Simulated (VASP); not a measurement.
A run of VASP 6.6.1 is set up as follows.

Contents of INCAR:

```
PREC = Accurate ; ENCUT = 520
EDIFF = 1E-6 ; ISMEAR = -1
SIGMA = 0.08 ; LREAL = False
LASPH = True ; NELM = 80
ALGO = Normal ; ISIF = 2
LWAVE = False ; LCHARG = False
GGA = PE ; NBANDS = 12
```

KPOINTS

```
regular mesh
0
Gamma
  14 14 14
```

Contents of POSCAR:

```
Cd
1.0
    0.0000000000      1.9784661877      1.9784661877
    1.9784661877      0.0000000000      1.9784661877
    1.9784661877      1.9784661877      0.0000000000
Cd
1
Direct
    0.0000000000      0.0000000000      0.0000000000
```

Potentials or basis: VASP PAW PBE potentials, release 64 (Cd).

Command:

```bash
$ cat potpaw_PBE.64/Cd/POTCAR > POTCAR
$ mpirun -np 1 vasp_std > vasp.out
```

**Question.** Predict the band gap on the k mesh.

**Answer.** Zero (band 6 reaches 7.52 eV, above the bottom of band 7 at 5.38 eV).

**Question.** What does it give for the pressure?

**Answer.** 51.4 GPa.
